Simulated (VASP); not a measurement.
# HC12 (a cell with a defect) in VASP: further runs, part 2 of 2

VASP 6.6.1. The steps go on from the part before.

**4. Single point, PBE**

Contents of INCAR:

```
PREC = Accurate
ENCUT = 520
EDIFF = 1E-7
ISMEAR = 0
SIGMA = 0.05
LREAL = False
LASPH = True
NELM = 100
ALGO = Normal
ISIF = 2
LWAVE = False
LCHARG = False
GGA = PE
NELECT = 48.0
NBANDS = 36
```

Contents of KPOINTS:

```
Automatic mesh
0
Gamma
  6 6 6
```

Contents of POSCAR:

```
HC12
1.0
   -3.5715485858     -1.7857742929     -1.7857742929
   -1.7857742929     -3.5715485858      1.7857742929
   -3.5715485858      1.7857742929      1.7857742929
C H
12 1
Direct
    0.9166666667      0.6666666667      0.2500000000
    0.5833333333      0.3333333333      0.2500000000
    0.2500000000      0.0000000000      0.2500000000
    0.0833333333      0.3333333333      0.7500000000
    0.7500000000      0.0000000000      0.7500000000
    0.4166666667      0.6666666667      0.7500000000
    0.5416666667      0.6666666667      0.3750000000
    0.2083333333      0.3333333333      0.3750000000
    0.8750000000      0.0000000000      0.3750000000
    0.7083333333      0.3333333333      0.8750000000
    0.3750000000      0.0000000000      0.8750000000
    0.0416666667      0.6666666667      0.8750000000
    0.6250000000      0.6250000000      0.0000000000
```

Started as:

```
cat potpaw_PBE.64/C/POTCAR potpaw_PBE.64/H/POTCAR > POTCAR
mpirun -np 1 vasp_std > vasp.out
```

Wall time 2.5 min (1 thread of Intel Xeon 6975P-C (Granite Rapids), shared host); peak memory 0.32 GiB.

The run converged. Its results:

```yaml
Free_energy: -118.3277 eV
Largest_force: 1.710 eV/Å
```

Forces in eV/Å, atoms in the order of the input:
```
C   -0.482  0.001  0.074
C   -0.581  1.542  0.455
C   -0.244  0.066  0.876
C   -0.102 -0.495 -1.006
C    0.428 -0.288 -0.309
C    1.513 -0.407  0.238
C   -1.012  0.006  0.392
C    0.278 -0.169 -0.005
C   -0.038 -0.220 -0.182
C    0.309  0.301 -1.214
C    0.031 -0.837  0.661
C   -0.709 -0.286 -0.102
H    0.610  0.784  0.121
```

Levels at points of the mesh, in eV from the Fermi level:
| k point | band 20 | band 21 | band 22 | band 23 | band 24 | band 25 | band 26 | band 27 | band 28 | band 29 |
| --- | --- | --- | --- | --- | --- | --- | --- | --- | --- | --- |
| (0.00, 0.00, 0.00) | -3.16 | -3.07 | -0.31 | -0.29 | -0.26 | 3.00 | 5.19 | 5.21 | 5.33 | 6.16 |
| (0.50, 0.00, 0.00) | -4.93 | -4.53 | -4.35 | -2.47 | -2.17 | 2.90 | 5.95 | 6.05 | 6.32 | 7.27 |
| (0.50, 0.50, 0.00) | -4.95 | -4.52 | -4.40 | -2.45 | -2.14 | 2.90 | 5.90 | 6.11 | 6.35 | 7.14 |
| (0.00, 0.50, 0.00) | -5.08 | -3.10 | -3.07 | -1.71 | -1.56 | 1.94 | 4.47 | 6.56 | 7.12 | 7.44 |
| (0.00, 0.00, 0.50) | -5.26 | -2.31 | -2.19 | -1.89 | -1.83 | 2.77 | 6.72 | 6.95 | 7.02 | 7.18 |
| (0.50, 0.00, 0.50) | -4.05 | -3.82 | -3.69 | -3.07 | -3.03 | 1.43 | 4.46 | 5.39 | 5.60 | 6.72 |
| (0.50, 0.50, 0.50) | -4.00 | -3.79 | -3.72 | -3.08 | -3.03 | 1.51 | 4.45 | 5.41 | 5.75 | 6.60 |
| (0.00, 0.50, 0.50) | -4.95 | -4.48 | -4.30 | -4.10 | -4.06 | 1.84 | 5.76 | 5.99 | 6.05 | 6.12 |

Caveat: the cell carries a net charge on a neutralising background, which shifts energy and pressure; the cell is charged against a uniform background, so pressure and absolute levels hang on convention.

**5. Single point, PBE**

Contents of INCAR:

```
ALGO     = Normal         # electronic algorithm
EDIFF    = 1E-7           # SCF threshold, eV
ENCUT    = 520            # plane-wave cutoff, eV
GGA      = PE             # functional
ISIF     = 2              # what is computed and relaxed
ISMEAR   = 0              # smearing method
LASPH    = True           # aspherical terms in the spheres
LCHARG   = False          # write CHGCAR
LREAL    = False          # projectors in reciprocal space
LWAVE    = False          # write WAVECAR
NBANDS   = 36             # bands
NELECT   = 48.0         
NELM     = 100            # most SCF steps
PREC     = Accurate       # precision mode
SIGMA    = 0.05           # smearing width, eV
```

Contents of KPOINTS:

```
k-points
0
Gamma
  6 6 6
```

POSCAR, as its differences from that of step 4:

```diff
@@ -20,2 +20,2 @@
     0.0416666667      0.6666666667      0.8750000000
-    0.6250000000      0.6250000000      0.0000000000
+    0.5833333333      0.4583333333      0.1250000000
```

Potentials or basis: VASP PAW PBE potentials, release 64 (C, H).

Started as:

```
cat potpaw_PBE.64/C/POTCAR potpaw_PBE.64/H/POTCAR > POTCAR
mpirun -np 1 vasp_std > vasp.out
```

OUTCAR:

```text
EDIFF = 1E-7
   ENCUT = 520
   GGA = PE
   ISIF = 2
   ISMEAR = 0
   LASPH = True
   LREAL = False
   NELECT = 48.0
   NELM = 100
   PREC = Accurate

 ion  position               nearest neighbor table
   1  0.917  0.667  0.250-   9 1.55   7 1.55  12 1.55   8 1.55
   2  0.583  0.333  0.250-  13 0.71  10 1.55   8 1.55   9 1.55   7 1.55
   3  0.250  0.000  0.250-   8 1.55   9 1.55  11 1.55   7 1.55
   4  0.083  0.333  0.750-   8 1.55  10 1.55  11 1.55  12 1.55
   5  0.750  0.000  0.750-  10 1.55   9 1.55  11 1.55  12 1.55
   6  0.417  0.667  0.750-  11 1.55   7 1.55  12 1.55  10 1.55
   7  0.542  0.667  0.375-  13 1.45   6 1.55   1 1.55   3 1.55   2 1.55
   8  0.208  0.333  0.375-   3 1.55   2 1.55   4 1.55   1 1.55
   9  0.875  0.000  0.375-   1 1.55   3 1.55   5 1.55   2 1.55
  10  0.708  0.333  0.875-  13 1.14   5 1.55   2 1.55   4 1.55   6 1.55
  11  0.375  0.000  0.875-   6 1.55   5 1.55   3 1.55   4 1.55
  12  0.042  0.667  0.875-   1 1.55   6 1.55   5 1.55   4 1.55
  13  0.583  0.458  0.125-   2 0.71  10 1.14   7 1.45

 -----------------------------------------------------------------------------
|                                                                             |
|           W    W    AA    RRRRR   N    N  II  N    N   GGGG   !!!           |
|           W    W   A  A   R    R  NN   N  II  NN   N  G    G  !!!           |
|           W    W  A    A  R    R  N N  N  II  N N  N  G       !!!           |
|           W WW W  AAAAAA  RRRRR   N  N N  II  N  N N  G  GGG   !            |
|           WW  WW  A    A  R   R   N   NN  II  N   NN  G    G                |
|           W    W  A    A  R    R  N    N  II  N    N   GGGG   !!!           |
|                                                                             |
|     The distance between some ions is very small. Please check the          |
|     nearest-neighbor list in the OUTCAR file.                               |
|     I HOPE YOU KNOW WHAT YOU ARE DOING!                                     |
|                                                                             |
[... 190 lines left out ...]
   IVDW    =     0    specifies the selected vdW correction
   LEPSILON=     F    determine dielectric tensor
   LRPA    =     F    only Hartree local field effects (RPA)
 non-spin polarized calculation
 Gauss-broadening in eV      SIGMA  =   0.05
  energy-cutoff  :      520.00
  volume of cell :       68.34
 maximum number of plane-waves:      1862
 NGX is ok and might be reduce to    36
   NGX = 17   NGY = 17   NGZ = 17

 number of electron      48.0000003 magnetization

 Free energy of the ion-electron system (eV)
  ---------------------------------------------------
  ext. energy  EPLUGINS =         0.00000000
  ---------------------------------------------------
  free energy    TOTEN  =      -111.97997748 eV

  energy without entropy =     -111.97997748  energy(sigma->0) =     -111.97997748

 E-fermi :  10.0694     XC(G=0): -13.1968

 val. band max:        9.7764275248   @ k =   0.0000   0.0000   0.0000
 cond. band min:      13.1576208196   @ k =  -0.3333   0.3333   0.3333
 fundamental gap:      3.3811932949
 Fermi energy:        10.0693709123

 k-point     1 :       0.0000    0.0000    0.0000
  band No.  band energies     occupation
      1     -13.1376      2.00000
      2      -8.6970      2.00000
      3      -5.8986      2.00000
      4      -4.3444      2.00000
      5      -3.9912      2.00000
      6      -3.8312      2.00000
[... 925 lines left out ...]
     35      18.8858      0.00000
     36      20.0901      0.00000

 [... further k-points ...]
[... 5 lines left out ...]
  --------------------------------------------------------------------------------------
  -------------------------------------------------------------------------------------
  Total       -4.8160845     18.1662592     -7.3349972    -10.1731269      0.9797247     -3.5101839
  in kB     -112.9129451    425.9073574   -171.9687704   -238.5086292     22.9696131    -82.2961475
  external PRESSURE =      47.0085473 kB  Pullay stress =       0.0000000 kB

 VOLUME and BASIS-vectors are now :
 -----------------------------------------------------------------------------
  energy-cutoff  :      520.00
  volume of cell :       68.34
      direct lattice vectors                 reciprocal lattice vectors
    -3.571548586 -1.785774293 -1.785774293    -0.139995296 -0.046665099 -0.233325493
    -1.785774293 -3.571548586  1.785774293     0.000000000 -0.186660394  0.186660394
    -3.571548586  1.785774293  1.785774293    -0.139995296  0.139995296  0.139995296

 POSITION                                       TOTAL-FORCE (eV/Angst)
 -----------------------------------------------------------------------------------
     -5.35732     -3.57155     -0.00000         0.198219     -0.017160     -0.129261
     -3.57155     -1.78577     -0.00000       -15.360142     46.564112      1.302385
     -1.78577      0.00000      0.00000         0.179911     -0.028618     -0.039033
     -3.57155      0.00000      1.78577        -0.649697      0.016242     -0.028673
     -5.35732      0.00000      0.00000        -0.007019      0.515359      0.461338
     -5.35732     -1.78577      1.78577         0.423120      0.172701      0.246676
     -4.46444     -2.67866      0.89289        -2.363378     -0.691487      1.766295
     -2.67866     -0.89289      0.89289         0.434272      0.277162      0.328043
     -4.46444     -0.89289     -0.89289        -0.432993     -0.466237     -0.326434
     -6.25021     -0.89289      0.89289         4.305337     -2.383408     -5.257319
     -4.46444      0.89289      0.89289         0.068235     -0.212818     -0.059629
     -4.46444     -0.89289      2.67866         0.059431     -0.138163     -0.056070
     -3.34833     -2.45544     -0.00000        13.144705    -43.607684      1.791681
 -----------------------------------------------------------------------------------
    total drift:                               -0.000050      0.000026     -0.000004

  FREE ENERGIE OF THE ION-ELECTRON SYSTEM (eV)
  ---------------------------------------------------
  free  energy   TOTEN  =      -111.9799774848 eV

  energy  without entropy=     -111.9799774848  energy(sigma->0) =     -111.97997748
```

OSZICAR:

```text
N       E                     dE             d eps       ncg     rms          rms(c)
DAV:   1     0.124128818316E+03    0.12413E+03   -0.25585E+04  8064   0.131E+03
DAV:   2    -0.106857678180E+03   -0.23099E+03   -0.21814E+03 10488   0.258E+02
DAV:   3    -0.115994752629E+03   -0.91371E+01   -0.90668E+01 10672   0.473E+01
DAV:   4    -0.116094073852E+03   -0.99321E-01   -0.99073E-01 10504   0.545E+00
DAV:   5    -0.116096154569E+03   -0.20807E-02   -0.20790E-02 10308   0.721E-01    0.152E+01
DAV:   6    -0.113025644232E+03    0.30705E+01   -0.24178E+00  9340   0.885E+00    0.880E+00
DAV:   7    -0.111982547322E+03    0.10431E+01   -0.24971E+00  9676   0.811E+00    0.258E+00
DAV:   8    -0.111976512271E+03    0.60351E-02   -0.91614E-02 10236   0.178E+00    0.868E-01
DAV:   9    -0.111979831753E+03   -0.33195E-02   -0.14280E-02 10296   0.666E-01    0.200E-01
DAV:  10    -0.111979929080E+03   -0.97327E-04   -0.14601E-03 10148   0.217E-01    0.448E-02
DAV:  11    -0.111979961030E+03   -0.31950E-04   -0.14736E-04 10352   0.801E-02    0.222E-02
DAV:  12    -0.111979975349E+03   -0.14319E-04   -0.24113E-05 10044   0.300E-02    0.633E-03
DAV:  13    -0.111979977373E+03   -0.20238E-05   -0.29463E-06 10336   0.111E-02    0.318E-03
DAV:  14    -0.111979977501E+03   -0.12844E-06   -0.49649E-07 10264   0.462E-03    0.695E-04
DAV:  15    -0.111979977485E+03    0.16539E-07   -0.86709E-08  5872   0.199E-03
   1 F= -.11197998E+03 E0= -.11197998E+03  d E =-.161512E-18
```

stdout:

```text
POSCAR found type information on POSCAR C H
 POSCAR found :  2 types and      13 ions
 scaLAPACK will be used
 LDA part: xc-table for (Slater+PW92), standard interpolation
 -----------------------------------------------------------------------------
|                                                                             |
|           W    W    AA    RRRRR   N    N  II  N    N   GGGG   !!!           |
|           W    W   A  A   R    R  NN   N  II  NN   N  G    G  !!!           |
|           W    W  A    A  R    R  N N  N  II  N N  N  G       !!!           |
|           W WW W  AAAAAA  RRRRR   N  N N  II  N  N N  G  GGG   !            |
|           WW  WW  A    A  R   R   N   NN  II  N   NN  G    G                |
|           W    W  A    A  R    R  N    N  II  N    N   GGGG   !!!           |
|                                                                             |
|     The distance between some ions is very small. Please check the          |
|     nearest-neighbor list in the OUTCAR file.                               |
|     I HOPE YOU KNOW WHAT YOU ARE DOING!                                     |
|                                                                             |
 -----------------------------------------------------------------------------

 POSCAR, INCAR and KPOINTS ok, starting setup
 FFT: planning ... GRIDC
 FFT: planning ... GRID_SOFT
 FFT: planning ... GRID
 WAVECAR not read
 entering main loop
 the old and the new charge density differ
 old charge density:    49.00000 new   48.00000
    0.152E+01
```

It took 2.7 min on 1 thread of Intel Xeon 6975P-C (Granite Rapids), shared host; peak memory 0.32 GiB.

Results:

- Free energy: -111.9800 eV
- Largest force: 49.049 eV/Å

Forces on the atoms (eV/Å):
```
C     0.198  -0.017  -0.129
C   -15.360  46.564   1.302
C     0.180  -0.029  -0.039
C    -0.650   0.016  -0.029
C    -0.007   0.515   0.461
C     0.423   0.173   0.247
C    -2.363  -0.691   1.766
C     0.434   0.277   0.328
C    -0.433  -0.466  -0.326
C     4.305  -2.383  -5.257
C     0.068  -0.213  -0.060
C     0.059  -0.138  -0.056
H    13.145 -43.608   1.792
```

Levels at points of the mesh, in eV from the Fermi level:
```tsv
k point	band 20	band 21	band 22	band 23	band 24	band 25	band 26	band 27	band 28	band 29
(0.00, 0.00, 0.00)	-3.42	-3.15	-0.77	-0.48	-0.29	3.87	4.94	5.11	5.78	6.29
(0.50, 0.00, 0.00)	-5.05	-4.74	-4.28	-2.94	-2.15	4.92	5.72	5.97	6.39	6.72
(0.50, 0.50, 0.00)	-5.08	-4.65	-4.29	-3.11	-2.08	4.21	5.61	5.96	6.69	8.02
(0.00, 0.50, 0.00)	-5.08	-3.50	-3.16	-2.16	-1.46	4.00	4.43	5.45	7.09	7.49
(0.00, 0.00, 0.50)	-5.20	-2.74	-2.22	-1.95	-1.92	4.41	6.21	6.85	7.00	7.25
(0.50, 0.00, 0.50)	-3.97	-3.90	-3.72	-3.15	-3.02	3.29	4.51	5.20	5.85	6.57
(0.50, 0.50, 0.50)	-3.91	-3.87	-3.64	-3.13	-3.05	3.75	4.28	4.79	5.81	5.99
(0.00, 0.50, 0.50)	-5.07	-4.42	-4.32	-4.18	-4.01	4.21	5.42	5.75	5.87	6.10
```

Caveat: the cell carries a net charge on a neutralising background, which shifts energy and pressure; the cell is charged against a uniform background, so pressure and absolute levels hang on convention; atoms lie so close that the PAW spheres overlap strongly, which falsifies energies and pressures.
